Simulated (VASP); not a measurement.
Here is a VASP 6.6.1 calculation.

Contents of INCAR:

```
SYSTEM = Al9H
PREC     = Accurate       ! precision mode
ENCUT    = 520            ! plane-wave cutoff, eV
EDIFF    = 1E-6           ! SCF threshold, eV
ISMEAR   = 0              ! smearing method
SIGMA    = 0.1            ! smearing width, eV
LREAL    = Auto         
LASPH    = .True.         ! aspherical terms in the spheres
NELM     = 100            ! most SCF steps
ALGO     = Normal         ! electronic algorithm
ISIF     = 2              ! what is computed and relaxed
LWAVE    = .False.        ! write WAVECAR
LCHARG   = .False.        ! write CHGCAR
LDIPOL   = .True.       
IDIPOL   = 3            
DIPOL    = 0.5 0.5 0.296
GGA      = PE             ! functional
NBANDS   = 44             ! bands
```

The input KPOINTS:

```
regular mesh
0
Gamma
  5 3 1
  0 0 0
```

The input POSCAR:

```
Al9H
1.0
    5.7086446660      0.0000000000      0.0000000000
   -1.4271611665      9.7033329366      0.0000000000
    0.0000000000      0.0000000000     22.7902708839
Al H
18 2
Direct
    0.2662242802      0.0648971207      0.1755134908
    0.7662242802      0.0648971207      0.1755134908
    0.3354843969      0.3419375876      0.2192156219
    0.8354843969      0.3419375876      0.2192156219
    0.1493364202      0.5973456810      0.2279560482
    0.6493364202      0.5973456810      0.2279560482
    0.4631884436      0.8527537744      0.2366964744
    0.9631884436      0.8527537744      0.2366964744
    0.0319869115      0.1277383811      0.2808269846
    0.5319869115      0.1277383811      0.2808269846
    0.0997952748      0.4042696946      0.3301089530
    0.5997952748      0.4042696946      0.3301089530
    0.4144272444      0.6597110304      0.3369829646
    0.9144272444      0.6597110304      0.3369829646
    0.2263180843      0.9111292163      0.3449343063
    0.7263180843      0.9111292163      0.3449343063
    0.2962616061      0.1814597108      0.3857027821
    0.7962616061      0.1814597108      0.3857027821
    0.6062804321      0.3778320525      0.4194891291
    0.6062804321      0.4715337061      0.4194891291
```

Potentials or basis: VASP PAW PBE potentials, release 64 (Al, H).

Command:

```console
$ cat potpaw_PBE.64/Al/POTCAR potpaw_PBE.64/H/POTCAR > POTCAR
$ mpirun -np 1 vasp_std > vasp.out
```

Question: Estimate the largest force.

Answer: 2.184 eV/Å.

Question: What does it give for the band gap on the k mesh?

Answer: Zero (bands 28 and 29 overlap by 0.62 eV).

Forces on the atoms (eV/Å):
```
Al  -0.087  0.134  0.025
Al   0.081  0.165 -0.003
Al  -0.025  0.002 -0.010
Al   0.038  0.001 -0.019
Al  -0.011 -0.117  0.039
Al   0.008 -0.083  0.056
Al  -0.013 -0.086 -0.139
Al   0.011 -0.072 -0.127
Al   0.000  0.017  0.001
Al  -0.018  0.062  0.017
Al   0.027 -0.020 -0.024
Al  -0.012  0.040 -0.175
Al  -0.042 -0.052 -0.054
Al   0.026 -0.047 -0.079
Al   0.008  0.050 -0.014
Al  -0.001  0.065  0.015
Al  -0.068 -0.178 -0.084
Al   0.060 -0.168 -0.081
H   -0.311  2.107  0.483
H    0.329 -1.821  0.172
```
